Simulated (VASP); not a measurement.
# Mo6CO in VASP: further runs

Mo6CO is run at these levels: PBE; tasks: single point.

Program: VASP 6.6.1. These are calculated values, not measurements. Logs are shortened: lines on timing, memory, paths and dates and some standing lists are left out, and cuts for length are marked.

## Step 1: The cell of the first run

The cell holds a slab with vacuum, 8 atoms: a = 4.470 Å, b = 4.470 Å, c = 22.260 Å, α = 90.00°, β = 90.00°, γ = 120.00°.

## Step 2: Single point, PBE

INCAR

```
ALGO = Normal
DIPOL = 0.5 0.5 0.322
EDIFF = 1E-7
ENCUT = 520
GGA = PE
IDIPOL = 3
ISIF = 2
ISMEAR = 0
LASPH = T
LCHARG = T
LDIPOL = T
LELF = T
LREAL = F
LVACPOTAV = T
LVHAR = T
LWAVE = F
NBANDS = 57
NELM = 80
PREC = Accurate
SIGMA = 0.1
```

KPOINTS

```
k-points
0
Gamma
  6 6 1
```

POSCAR

```
Mo6CO
1.0
    4.4695765303      0.0000000000      0.0000000000
   -2.2347882651      3.8707668194      0.0000000000
    0.0000000000      0.0000000000     22.2595667262
Mo C O
6 1 1
Direct
    0.6666666667      0.3333333333      0.1796980170
    0.3333333333      0.6666666667      0.2206848206
    0.0000000000      0.0000000000      0.2616716241
    0.6666666667      0.3333333333      0.2990464568
    0.3333333333      0.6666666667      0.3355219825
    0.0000000000      0.0000000000      0.3710569405
    0.1666666667      0.3333333333      0.4537180283
    0.3165077775      0.6330155550      0.4537180283
```

Potentials or basis: VASP PAW PBE potentials, release 64 (Mo_sv, C, O).

Run with:

```console
cat potpaw_PBE.64/Mo_sv/POTCAR potpaw_PBE.64/C/POTCAR potpaw_PBE.64/O/POTCAR > POTCAR
mpirun -np 1 vasp_std > vasp.out
```

OUTCAR:

```text
EDIFF = 1E-7
   ENCUT = 520
   GGA = PE
   ISIF = 2
   ISMEAR = 0
   LASPH = T
   LREAL = F
   NELM = 80
   PREC = Accurate

 ion  position               nearest neighbor table
   1  0.667  0.333  0.180-   4 2.66   2 2.74   2 2.74   2 2.74   3 3.16   3 3.16   3 3.16
   2  0.333  0.667  0.221-   5 2.56   3 2.74   3 2.74   3 2.74   1 2.74   1 2.74   1 2.74   4 3.11
                             4 3.11   4 3.11
   3  0.000  0.000  0.262-   6 2.43   4 2.71   4 2.71   4 2.71   2 2.74   2 2.74   2 2.74   5 3.06
                             5 3.06   5 3.06   1 3.16   1 3.16   1 3.16
   4  0.667  0.333  0.299-   1 2.66   5 2.71   5 2.71   5 2.71   3 2.71   3 2.71   3 2.71   6 3.04
                             6 3.04   6 3.04   2 3.11   2 3.11   2 3.11
   5  0.333  0.667  0.336-   2 2.56   8 2.63   6 2.70   6 2.70   6 2.70   4 2.71   4 2.71   4 2.71
                             3 3.06   3 3.06   3 3.06
   6  0.000  0.000  0.371-   7 2.25   3 2.43   5 2.70   5 2.70   5 2.70   4 3.04   4 3.04   4 3.04

   7  0.167  0.333  0.454-   8 1.16   6 2.25
   8  0.317  0.633  0.454-   7 1.16   5 2.63

  LATTYP: Found a hexagonal cell.
 ALAT       =     4.4695765303
 C/A-ratio  =     4.9802406504

  Lattice vectors:

 A1 = (   4.4695765303,   0.0000000000,   0.0000000000)
 A2 = (  -2.2347882651,   3.8707668194,   0.0000000000)
 A3 = (   0.0000000000,   0.0000000000,  22.2595667262)

Analysis of symmetry for initial positions (statically):
=====================================================================
 Subroutine PRICEL returns:
 Original cell was already a primitive cell.

 Routine SETGRP: Setting up the symmetry group for a
 hexagonal supercell.

 Subroutine GETGRP returns: Found  2 space group operations
 (whereof  2 operations were pure point group operations)
 out of a pool of 24 trial point group operations.

The static configuration has the point symmetry C_1h.

Analysis of symmetry for dynamics (positions and initial velocities):
=====================================================================
 Subroutine PRICEL returns:
 Original cell was already a primitive cell.

 Routine SETGRP: Setting up the symmetry group for a
 hexagonal supercell.

 Subroutine GETGRP returns: Found  2 space group operations
 (whereof  2 operations were pure point group operations)
 out of a pool of 24 trial point group operations.

The dynamic configuration has the point symmetry C_1h.

 Subroutine INISYM returns: Found  2 space group operations
 (whereof  2 operations are pure point group operations),
 and found     1 'primitive' translations

----------------------------------------------------------------------------------------

                                     Primitive cell

  volume of cell :     385.1058

  direct lattice vectors                    reciprocal lattice vectors
     4.469576530  0.000000000  0.000000000     0.223734842  0.129173371  0.000000000
    -2.234788265  3.870766819  0.000000000     0.000000000  0.258346743  0.000000000
     0.000000000  0.000000000 22.259566726     0.000000000  0.000000000  0.044924504

  length of vectors
     4.469576530  4.469576530 22.259566726     0.258346743  0.258346743  0.044924504

  position of ions in fractional coordinates (direct lattice)
     0.666666667  0.333333333  0.179698017
     0.333333333  0.666666667  0.220684821
     0.000000000  0.000000000  0.261671624
     0.666666667  0.333333333  0.299046457
     0.333333333  0.666666667  0.335521982
     0.000000000  0.000000000  0.371056940
     0.166666667  0.333333333  0.453718028
     0.316507778  0.633015555  0.453718028

  ion indices of the primitive-cell ions
   primitive index   ion index
                 1           1
                 2           2
                 3           3
                 4           4
                 5           5
                 6           6
                 7           7
                 8           8

----------------------------------------------------------------------------------------

 KPOINTS: k-points

Automatic generation of k-mesh.
 Grid dimensions read from file:
 generate k-points for:    6    6    1

 Generating k-lattice:

  Cartesian coordinates                     Fractional coordinates (reciprocal lattice)
     0.037289140  0.021528895  0.000000000     0.166666667  0.000000000  0.000000000
     0.000000000  0.043057790  0.000000000     0.000000000  0.166666667  0.000000000
     0.000000000  0.000000000  0.044924504     0.000000000  0.000000000  1.000000000

  Length of vectors
     0.043057790  0.043057790  0.044924504

  Shift w.r.t. Gamma in fractional coordinates (k-lattice)
     0.000000000  0.000000000  0.000000000

 Subroutine IBZKPT returns following result:
 ===========================================

 Found     13 irreducible k-points:

 Following reciprocal coordinates:
            Coordinates               Weight
  0.000000  0.000000  0.000000      1.000000
  0.166667  0.000000  0.000000      4.000000
  0.000000  0.166667  0.000000      2.000000
  0.333333  0.000000  0.000000      4.000000
  0.000000  0.333333  0.000000      2.000000
  0.500000  0.000000  0.000000      2.000000
  0.000000  0.500000  0.000000      1.000000
  0.166667  0.166667  0.000000      4.000000
 -0.333333  0.166667  0.000000      2.000000
  0.333333  0.166667  0.000000      4.000000
 -0.166667  0.500000  0.000000      4.000000
  0.500000  0.333333  0.000000      4.000000
  0.333333  0.333333  0.000000      2.000000
   k-points           NKPTS =     13   k-points in BZ     NKDIM =     13   number of bands    NBANDS=     57
   number of dos      NEDOS =    301   number of ions     NIONS =      8
   total plane-waves  NPLWV = 217728
   dimension x,y,z NGX =    36 NGY =   36 NGZ =  168
   dimension x,y,z NGXF=    72 NGYF=   72 NGZF=  336
   ions per type =               6   1   1
   NGX,Y,Z   is equivalent  to a cutoff of  13.39, 13.39, 12.55 a.u.
   NGXF,Y,Z  is equivalent  to a cutoff of  26.78, 26.78, 25.09 a.u.
 SYSTEM =  unknown system
   PREC   = accura    normal or accurate (medium, high low for compatibility)
   ISTART =      0    job   : 0-new  1-cont  2-samecut
   ICHARG =      2    charge: 1-file 2-atom 10-const
   ISPIN  =      1    spin polarized calculation?
   LNONCOLLINEAR =      F non collinear calculations
   LSORBIT =      F    spin-orbit coupling
   LASPH  =      T    aspherical Exc in radial PAW
   ENCUT  =  520.0 eV  38.22 Ry    6.18 a.u.   8.31  8.31 41.39*2*pi/ulx,y,z
   NELM   =     80;   NELMIN=  2; NELMDL= -5     # of ELM steps
   EDIFF  = 0.1E-06   stopping-criterion for ELM
   LREAL  =      F    real-space projection
   EDIFFG = 0.1E-05   stopping-criterion for IOM
   NSW    =      0    number of steps for IOM
   IBRION =     -1    ionic relax: 0-MD 1-quasi-New 2-CG
   NFREE  =      0    steps in history (QN), initial steepest desc. (CG)
   ISIF   =      2    stress and relaxation
   ISYM   =      2    0-nonsym 1-usesym 2-fastsym
   POTIM  = 0.5000    time-step for ionic-motion
   TEBEG  =    0.0;   TEEND  =   0.0 temperature during run
   PSTRESS=    0.0 pullay stress
   NELECT =      94.0000    total number of electrons
   NUPDOWN=      -1.0000    fix difference up-down
   EMIN   =  10.00;   EMAX   =-10.00  energy-range for DOS
   EFERMI =   0.00;   METHOD = LEGACY
   ISMEAR =     0;   SIGMA  =   0.10  broadening in eV -4-tet -1-fermi 0-gaus
   EFERMI_NEDOS =   21; number of points for ismear=-14 and -15
   IALGO  =     38    algorithm
   IMIX   =      4    mixing-type and parameters
     AMIX     =   0.40;   BMIX     =  1.00
     AMIX_MAG =   1.60;   BMIX_MAG =  1.00
  volume/ion in A,a.u.               =      48.14       324.85
  Fermi-wavevector in a.u.,A,eV,Ry     =   1.023114  1.933405 14.242069  1.046763
  Thomas-Fermi vector in A             =   2.156830
   LORBIT       =      0    0 simple, 1 ext, 2 COOP (PROOUT), +10 PAW based schemes
   GGA     = PE    functional components
   LHFCALC =     F    Hartree Fock is set to
   AEXX    =    0.0000 exact exchange contribution
   IVDW    =     0    specifies the selected vdW correction
   LEPSILON=     F    determine dielectric tensor
   LRPA    =     F    only Hartree local field effects (RPA)
 non-spin polarized calculation
 Gauss-broadening in eV      SIGMA  =   0.10
  energy-cutoff  :      520.00
  volume of cell :      385.11
 maximum number of plane-waves:     10413
 NGX is ok and might be reduce to    36
   NGX = 17   NGY = 17   NGZ = 83

 dipolmoment           0.000000      0.000000     -0.006724 electrons x Angstroem

 number of electron      94.0000010 magnetization

 dipolmoment           0.000000      0.000000      0.065521 electrons x Angstroem

 Free energy of the ion-electron system (eV)
  ---------------------------------------------------
  ext. energy  EPLUGINS =         0.00000000
  ---------------------------------------------------
  free energy    TOTEN  =       -73.72284897 eV

  energy without entropy =      -73.67671937  energy(sigma->0) =      -73.69978417

 E-fermi :   0.6138     XC(G=0):  -4.7649

 val. band max:        0.5842027771   @ k =   0.5000   0.0000   0.0000
 cond. band min:       0.6531632759   @ k =   0.3333   0.1667   0.0000
 fundamental gap:      0.0689604988
 Fermi energy:         0.6138283798

 k-point     1 :       0.0000    0.0000    0.0000
  band No.  band energies     occupation
      1     -60.5449      2.00000
      2     -60.3068      2.00000
      3     -60.2754      2.00000
      4     -60.2074      2.00000
      5     -60.0614      2.00000
      6     -59.9732      2.00000
[... 49 lines left out ...]
     56       2.6769      0.00000
     57       2.8615      0.00000

 k-point     2 :       0.1667    0.0000    0.0000
  band No.  band energies     occupation
      1     -60.5238      2.00000
      2     -60.3076      2.00000
      3     -60.2843      2.00000
      4     -60.2046      2.00000
      5     -60.0697      2.00000
      6     -59.9803      2.00000
[... 654 lines left out ...]
      1     -60.3870      2.00000
      2     -60.3566      2.00000
      3     -60.3417      2.00000
      4     -60.1670      2.00000
      5     -60.1162      2.00000
      6     -60.0056      2.00000
[... 49 lines left out ...]
     56       2.0793      0.00000
     57       2.3784      0.00000

------------------------ aborting loop because EDIFF is reached ----------------------------------------

  FORCE on cell =-STRESS in cart. coord.  units (eV):
  Direction    XX          YY          ZZ          XY          YZ          ZX
  --------------------------------------------------------------------------------------
  -------------------------------------------------------------------------------------
  Total       -4.4501891     -0.3023829     -0.6783041     -0.0000000      1.1176425      0.0000000
  in kB      -18.5143708     -1.2580206     -2.8219867     -0.0000000      4.6497906      0.0000000
  external PRESSURE =      -7.5314594 kB  Pullay stress =       0.0000000 kB

 VOLUME and BASIS-vectors are now :
 -----------------------------------------------------------------------------
  energy-cutoff  :      520.00
  volume of cell :      385.11
      direct lattice vectors                 reciprocal lattice vectors
     4.469576530  0.000000000  0.000000000     0.223734842  0.129173371  0.000000000
    -2.234788265  3.870766819  0.000000000     0.000000000  0.258346743  0.000000000
     0.000000000  0.000000000 22.259566726     0.000000000  0.000000000  0.044924504

 POSITION                                       TOTAL-FORCE (eV/Angst)
 -----------------------------------------------------------------------------------
      2.23479      1.29026      4.00000        -0.000000     -0.044465      1.649517
     -0.00000      2.58051      4.91235        -0.000000     -0.042418     -0.283574
      0.00000      0.00000      5.82470         0.000000      0.127704     -2.203485
      2.23479      1.29026      6.65664         0.000000      0.090368     -0.520581
     -0.00000      2.58051      7.46857        -0.000000     -0.126178      0.413190
      0.00000      0.00000      8.25957        -0.000000     -0.625859      1.163825
      0.00000      1.29026     10.09957        -0.000000     -2.076415     -1.413551
      0.00000      2.45026     10.09957         0.000000      2.697264      1.194660
 -----------------------------------------------------------------------------------
    total drift:                                0.000008     -0.000128      0.000421

  FREE ENERGIE OF THE ION-ELECTRON SYSTEM (eV)
  ---------------------------------------------------
  free  energy   TOTEN  =       -73.7228489718 eV

  energy  without entropy=      -73.6767193701  energy(sigma->0) =      -73.69978417

 vacuum level on the upper side and lower side of the slab         4.762         4.077
```

Run time: 14 min. Hardware: 1 thread of Intel Xeon Platinum 8259CL at 2.50GHz (Skylake/Cascade Lake), shared host; peak memory 0.64 GiB.

What came out:

```
Free energy            : -73.7228 eV
Largest force          : 2.950 eV/Å
Band gap on the k mesh : 0.07 eV (least direct gap 0.09 eV)
```

Forces in eV/Å, atoms in the order of the input:
```
Mo   0.000 -0.044  1.650
Mo   0.000 -0.042 -0.284
Mo   0.000  0.128 -2.203
Mo   0.000  0.090 -0.521
Mo   0.000 -0.126  0.413
Mo   0.000 -0.626  1.164
C    0.000 -2.076 -1.414
O    0.000  2.697  1.195
```

(Part 1 of 2 ends here.)
